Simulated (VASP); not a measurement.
# SnTe (F-43m) in VASP: further runs

Runs on SnTe. Level: PBE. Tasks: single point, relaxation of cell and atoms.

Program: VASP 6.6.1. These are calculated values, not measurements. Logs are shortened: lines on timing, memory, paths and dates and some standing lists are left out, and cuts for length are marked.

## Step 1: The cell of the first run

It takes space group F-43m (No. 216, cubic). The conventional cell has a = 7.220 Å, b = 7.220 Å, c = 7.220 Å, α = 90.00°, β = 90.00°, γ = 90.00°. Sn (site symmetry -43m) has 4 Te at 3.13 Å within 4.1 Å. Within 4.1 Å of Te (site symmetry -43m) lie 4 Sn at 3.13 Å.

## Step 2: Single point, PBE

INCAR

```
PREC = Accurate
ENCUT = 520
EDIFF = 1E-7
ISMEAR = 0
SIGMA = 0.02
LREAL = F
LASPH = T
NELM = 100
ALGO = Normal
ISIF = 2
LWAVE = F
LCHARG = F
GGA = PE
NBANDS = 17
```

KPOINTS

```
Automatic mesh
0
Gamma
  6 6 6
```

POSCAR

```
SnTe
1.0
    0.0000000000      3.6100000000      3.6100000000
    3.6100000000      0.0000000000      3.6100000000
    3.6100000000      3.6100000000      0.0000000000
Sn Te
1 1
Direct
    0.0000000000      0.0000000000      0.0000000000
    0.2500000000      0.2500000000      0.2500000000
```

Potentials or basis: VASP PAW PBE potentials, release 64 (Sn_d, Te).

The run is started by

```console
$ cat potpaw_PBE.64/Sn_d/POTCAR potpaw_PBE.64/Te/POTCAR > POTCAR
$ mpirun -np 1 vasp_std > vasp.out
```

OUTCAR:

```text
PREC = Accurate
   ENCUT = 520
   EDIFF = 1E-7
   ISMEAR = 0
   LREAL = F
   LASPH = T
   NELM = 100
   ISIF = 2
   GGA = PE

 ion  position               nearest neighbor table
   1  0.000  0.000  0.000-   2 3.13   2 3.13   2 3.13   2 3.13
   2  0.250  0.250  0.250-   1 3.13   1 3.13   1 3.13   1 3.13

  LATTYP: Found a face centered cubic cell.
 ALAT       =     7.2200000000

  Lattice vectors:

 A1 = (   0.0000000000,   3.6100000000,   3.6100000000)
 A2 = (   3.6100000000,   0.0000000000,   3.6100000000)
 A3 = (   3.6100000000,   3.6100000000,   0.0000000000)

Analysis of symmetry for initial positions (statically):
=====================================================================
 Subroutine PRICEL returns:
 Original cell was already a primitive cell.

 Routine SETGRP: Setting up the symmetry group for a
 face centered cubic supercell.

 Subroutine GETGRP returns: Found 24 space group operations
 (whereof 24 operations were pure point group operations)
 out of a pool of 48 trial point group operations.

The static configuration has the point symmetry T_d .

Analysis of symmetry for dynamics (positions and initial velocities):
=====================================================================
 Subroutine PRICEL returns:
 Original cell was already a primitive cell.

 Routine SETGRP: Setting up the symmetry group for a
 face centered cubic supercell.

 Subroutine GETGRP returns: Found 24 space group operations
 (whereof 24 operations were pure point group operations)
 out of a pool of 48 trial point group operations.

The dynamic configuration has the point symmetry T_d .

 Subroutine INISYM returns: Found 24 space group operations
 (whereof 24 operations are pure point group operations),
 and found     1 'primitive' translations

----------------------------------------------------------------------------------------

                                     Primitive cell

  volume of cell :      94.0918

  direct lattice vectors                    reciprocal lattice vectors
     0.000000000  3.610000000  3.610000000    -0.138504155  0.138504155  0.138504155
     3.610000000  0.000000000  3.610000000     0.138504155 -0.138504155  0.138504155
     3.610000000  3.610000000  0.000000000     0.138504155  0.138504155 -0.138504155

  length of vectors
     5.105310960  5.105310960  5.105310960     0.239896234  0.239896234  0.239896234

  position of ions in fractional coordinates (direct lattice)
     0.000000000  0.000000000  0.000000000
     0.250000000  0.250000000  0.250000000

  ion indices of the primitive-cell ions
   primitive index   ion index
                 1           1
                 2           2

----------------------------------------------------------------------------------------

 KPOINTS: Automatic mesh

Automatic generation of k-mesh.
 Grid dimensions read from file:
 generate k-points for:    6    6    6

 Generating k-lattice:

  Cartesian coordinates                     Fractional coordinates (reciprocal lattice)
    -0.023084026  0.023084026  0.023084026     0.166666667  0.000000000  0.000000000
     0.023084026 -0.023084026  0.023084026     0.000000000  0.166666667  0.000000000
     0.023084026  0.023084026 -0.023084026     0.000000000  0.000000000  0.166666667

  Length of vectors
     0.039982706  0.039982706  0.039982706

  Shift w.r.t. Gamma in fractional coordinates (k-lattice)
     0.000000000  0.000000000  0.000000000

 Subroutine IBZKPT returns following result:
 ===========================================

 Found     16 irreducible k-points:

 Following reciprocal coordinates:
            Coordinates               Weight
  0.000000  0.000000  0.000000      1.000000
  0.166667  0.000000  0.000000      8.000000
  0.333333  0.000000  0.000000      8.000000
  0.500000  0.000000  0.000000      4.000000
  0.166667  0.166667  0.000000      6.000000
  0.333333  0.166667  0.000000     24.000000
[... 8 lines left out ...]
 -0.333333  0.333333  0.166667     24.000000
 -0.333333  0.500000  0.166667     12.000000
   k-points           NKPTS =     16   k-points in BZ     NKDIM =     16   number of bands    NBANDS=     17
   number of dos      NEDOS =    301   number of ions     NIONS =      2
   total plane-waves  NPLWV =  64000
   dimension x,y,z NGX =    40 NGY =   40 NGZ =   40
   dimension x,y,z NGXF=    80 NGYF=   80 NGZF=   80
   ions per type =               1   1
   NGX,Y,Z   is equivalent  to a cutoff of  13.03, 13.03, 13.03 a.u.
   NGXF,Y,Z  is equivalent  to a cutoff of  26.05, 26.05, 26.05 a.u.
 SYSTEM =  unknown system
   PREC   = accura    normal or accurate (medium, high low for compatibility)
   ISTART =      0    job   : 0-new  1-cont  2-samecut
   ICHARG =      2    charge: 1-file 2-atom 10-const
   ISPIN  =      1    spin polarized calculation?
   LNONCOLLINEAR =      F non collinear calculations
   LSORBIT =      F    spin-orbit coupling
   LASPH  =      T    aspherical Exc in radial PAW
   ENCUT  =  520.0 eV  38.22 Ry    6.18 a.u.   9.49  9.49  9.49*2*pi/ulx,y,z
   NELM   =    100;   NELMIN=  2; NELMDL= -5     # of ELM steps
   EDIFF  = 0.1E-06   stopping-criterion for ELM
   LREAL  =      F    real-space projection
   EDIFFG = 0.1E-05   stopping-criterion for IOM
   NSW    =      0    number of steps for IOM
   IBRION =     -1    ionic relax: 0-MD 1-quasi-New 2-CG
   NFREE  =      0    steps in history (QN), initial steepest desc. (CG)
   ISIF   =      2    stress and relaxation
   ISYM   =      2    0-nonsym 1-usesym 2-fastsym
   POTIM  = 0.5000    time-step for ionic-motion
   TEBEG  =    0.0;   TEEND  =   0.0 temperature during run
   PSTRESS=    0.0 pullay stress
   NELECT =      20.0000    total number of electrons
   NUPDOWN=      -1.0000    fix difference up-down
   EMIN   =  10.00;   EMAX   =-10.00  energy-range for DOS
   EFERMI =   0.00;   METHOD = LEGACY
   ISMEAR =     0;   SIGMA  =   0.02  broadening in eV -4-tet -1-fermi 0-gaus
   EFERMI_NEDOS =   21; number of points for ismear=-14 and -15
   IALGO  =     38    algorithm
   IMIX   =      4    mixing-type and parameters
     AMIX     =   0.40;   BMIX     =  1.00
     AMIX_MAG =   1.60;   BMIX_MAG =  1.00
  volume/ion in A,a.u.               =      47.05       317.48
  Fermi-wavevector in a.u.,A,eV,Ry     =   0.977014  1.846289 12.987538  0.954557
  Thomas-Fermi vector in A             =   2.107679
   LORBIT       =      0    0 simple, 1 ext, 2 COOP (PROOUT), +10 PAW based schemes
   GGA     = PE    functional components
   LHFCALC =     F    Hartree Fock is set to
   AEXX    =    0.0000 exact exchange contribution
   IVDW    =     0    specifies the selected vdW correction
   LEPSILON=     F    determine dielectric tensor
   LRPA    =     F    only Hartree local field effects (RPA)
 non-spin polarized calculation
 Gauss-broadening in eV      SIGMA  =   0.02
  energy-cutoff  :      520.00
  volume of cell :       94.09
 maximum number of plane-waves:      2637
 NGX is ok and might be reduce to    40
   NGX = 19   NGY = 19   NGZ = 19

 number of electron      20.0000000 magnetization

 Free energy of the ion-electron system (eV)
  ---------------------------------------------------
  ext. energy  EPLUGINS =         0.00000000
  ---------------------------------------------------
  free energy    TOTEN  =        -7.06423760 eV

  energy without entropy =       -7.06423760  energy(sigma->0) =       -7.06423760

 E-fermi :   3.1848     XC(G=0):  -7.4474

 val. band max:        3.0308245908   @ k =  -0.3333   0.5000   0.1667
 cond. band min:       3.3071646570   @ k =   0.5000   0.5000   0.0000
 fundamental gap:      0.2763400662
 Fermi energy:         3.1847860567

 k-point     1 :       0.0000    0.0000    0.0000
  band No.  band energies     occupation
      1     -18.6200      2.00000
      2     -18.6200      2.00000
      3     -18.6200      2.00000
      4     -18.6113      2.00000
      5     -18.6113      2.00000
      6      -8.3418      2.00000
[... 9 lines left out ...]
     16       9.6257      0.00000
     17      10.8008      0.00000

 k-point     2 :       0.1667    0.0000    0.0000
  band No.  band energies     occupation
      1     -18.6203      2.00000
      2     -18.6196      2.00000
      3     -18.6196      2.00000
      4     -18.6113      2.00000
      5     -18.6113      2.00000
      6      -8.2268      2.00000
[... 9 lines left out ...]
     16       9.1265      0.00000
     17      10.3359      0.00000

 k-point     3 :       0.3333    0.0000    0.0000
  band No.  band energies     occupation
      1     -18.6209      2.00000
      2     -18.6190      2.00000
      3     -18.6190      2.00000
      4     -18.6112      2.00000
      5     -18.6112      2.00000
      6      -7.9602      2.00000
[... 9 lines left out ...]
     16       9.2660      0.00000
     17      10.5660      0.00000

 k-point     4 :       0.5000    0.0000    0.0000
  band No.  band energies     occupation
      1     -18.6212      2.00000
      2     -18.6187      2.00000
      3     -18.6187      2.00000
      4     -18.6111      2.00000
      5     -18.6111      2.00000
      6      -7.8008      2.00000
[... 9 lines left out ...]
     16      10.0909      0.00000
     17      10.0909      0.00000

 k-point     5 :       0.1667    0.1667    0.0000
  band No.  band energies     occupation
      1     -18.6208      2.00000
      2     -18.6193      2.00000
      3     -18.6193      2.00000
      4     -18.6115      2.00000
      5     -18.6111      2.00000
      6      -8.1873      2.00000
[... 9 lines left out ...]
     16       9.8959      0.00000
     17      11.3635      0.00000

 k-point     6 :       0.3333    0.1667    0.0000
  band No.  band energies     occupation
      1     -18.6214      2.00000
      2     -18.6187      2.00000
      3     -18.6186      2.00000
      4     -18.6115      2.00000
      5     -18.6109      2.00000
      6      -7.9650      2.00000
[... 9 lines left out ...]
     16      10.0207      0.00000
     17      11.1900      0.00000

 k-point     7 :       0.5000    0.1667    0.0000
  band No.  band energies     occupation
      1     -18.6216      2.00000
      2     -18.6185      2.00000
      3     -18.6183      2.00000
      4     -18.6113      2.00000
      5     -18.6110      2.00000
      6      -7.7514      2.00000
[... 9 lines left out ...]
     16      10.1931      0.00000
     17      10.4394      0.00000

 k-point     8 :      -0.3333    0.1667    0.0000
  band No.  band energies     occupation
      1     -18.6213      2.00000
      2     -18.6186      2.00000
      3     -18.6185      2.00000
      4     -18.6112      2.00000
      5     -18.6111      2.00000
      6      -7.8077      2.00000
[... 9 lines left out ...]
     16       9.8574      0.00000
     17      10.7815      0.00000

 k-point     9 :      -0.1667    0.1667    0.0000
  band No.  band energies     occupation
      1     -18.6208      2.00000
      2     -18.6193      2.00000
      3     -18.6190      2.00000
      4     -18.6114      2.00000
      5     -18.6111      2.00000
      6      -8.0573      2.00000
[... 9 lines left out ...]
     16       9.2606      0.00000
     17      11.2345      0.00000

 k-point    10 :       0.3333    0.3333    0.0000
  band No.  band energies     occupation
      1     -18.6225      2.00000
      2     -18.6179      2.00000
      3     -18.6179      2.00000
      4     -18.6118      2.00000
      5     -18.6107      2.00000
      6      -7.8164      2.00000
[... 9 lines left out ...]
     16      10.6910      0.00000
     17      12.5794      0.00000

 k-point    11 :       0.5000    0.3333    0.0000
  band No.  band energies     occupation
      1     -18.6227      2.00000
      2     -18.6177      2.00000
      3     -18.6175      2.00000
      4     -18.6118      2.00000
      5     -18.6107      2.00000
      6      -7.6420      2.00000
[... 9 lines left out ...]
     16      10.6154      0.00000
     17      11.8691      0.00000

 k-point    12 :      -0.3333    0.3333    0.0000
  band No.  band energies     occupation
      1     -18.6220      2.00000
      2     -18.6181      2.00000
      3     -18.6179      2.00000
      4     -18.6115      2.00000
      5     -18.6110      2.00000
      6      -7.6383      2.00000
[... 9 lines left out ...]
     16      10.4918      0.00000
     17      12.1612      0.00000

 k-point    13 :       0.5000    0.5000    0.0000
  band No.  band energies     occupation
      1     -18.6233      2.00000
      2     -18.6172      2.00000
      3     -18.6172      2.00000
      4     -18.6120      2.00000
      5     -18.6105      2.00000
      6      -7.5807      2.00000
[... 9 lines left out ...]
     16      11.3732      0.00000
     17      11.3732      0.00000

 k-point    14 :       0.5000    0.3333    0.1667
  band No.  band energies     occupation
      1     -18.6219      2.00000
      2     -18.6184      2.00000
      3     -18.6179      2.00000
      4     -18.6116      2.00000
      5     -18.6109      2.00000
      6      -7.7573      2.00000
[... 9 lines left out ...]
     16      10.5245      0.00000
     17      11.5855      0.00000

 k-point    15 :      -0.3333    0.3333    0.1667
  band No.  band energies     occupation
      1     -18.6220      2.00000
      2     -18.6184      2.00000
      3     -18.6176      2.00000
      4     -18.6115      2.00000
      5     -18.6109      2.00000
      6      -7.6382      2.00000
[... 9 lines left out ...]
     16      10.3530      0.00000
     17      11.4268      0.00000

 k-point    16 :      -0.3333    0.5000    0.1667
  band No.  band energies     occupation
      1     -18.6226      2.00000
      2     -18.6180      2.00000
      3     -18.6172      2.00000
      4     -18.6118      2.00000
      5     -18.6107      2.00000
      6      -7.5784      2.00000
[... 9 lines left out ...]
     16      11.0609      0.00000
     17      11.1267      0.00000

------------------------ aborting loop because EDIFF is reached ----------------------------------------

  FORCE on cell =-STRESS in cart. coord.  units (eV):
  Direction    XX          YY          ZZ          XY          YZ          ZX
  --------------------------------------------------------------------------------------
  -------------------------------------------------------------------------------------
  Total       -0.0142448     -0.0142448     -0.0142448      0.0000000      0.0000000     -0.0000000
  in kB       -0.2425577     -0.2425577     -0.2425577      0.0000000      0.0000000     -0.0000000
  external PRESSURE =      -0.2425577 kB  Pullay stress =       0.0000000 kB

 VOLUME and BASIS-vectors are now :
 -----------------------------------------------------------------------------
  energy-cutoff  :      520.00
  volume of cell :       94.09
      direct lattice vectors                 reciprocal lattice vectors
     0.000000000  3.610000000  3.610000000    -0.138504155  0.138504155  0.138504155
     3.610000000  0.000000000  3.610000000     0.138504155 -0.138504155  0.138504155
     3.610000000  3.610000000  0.000000000     0.138504155  0.138504155 -0.138504155

 POSITION                                       TOTAL-FORCE (eV/Angst)
 -----------------------------------------------------------------------------------
      0.00000      0.00000      0.00000         0.000000      0.000000      0.000000
      1.80500      1.80500      1.80500        -0.000000     -0.000000     -0.000000
 -----------------------------------------------------------------------------------
    total drift:                               -0.000000     -0.000000     -0.000000

  FREE ENERGIE OF THE ION-ELECTRON SYSTEM (eV)
  ---------------------------------------------------
  free  energy   TOTEN  =        -7.0642375983 eV

  energy  without entropy=       -7.0642375983  energy(sigma->0) =       -7.06423760
```

Run time: 14 s. Hardware: 1 thread of Intel Xeon 6975P-C (Granite Rapids), shared host; peak memory 0.24 GiB.

What came out:

- Free energy: -7.0642 eV
- Pressure: 0.0 GPa
- Band gap on the k mesh: 0.28 eV, indirect (least direct gap 0.79 eV)

Caveat: spin-orbit coupling is left out, which moves the levels of the heavy elements. A k mesh can miss the band edges.

[end of part 1 of 2]
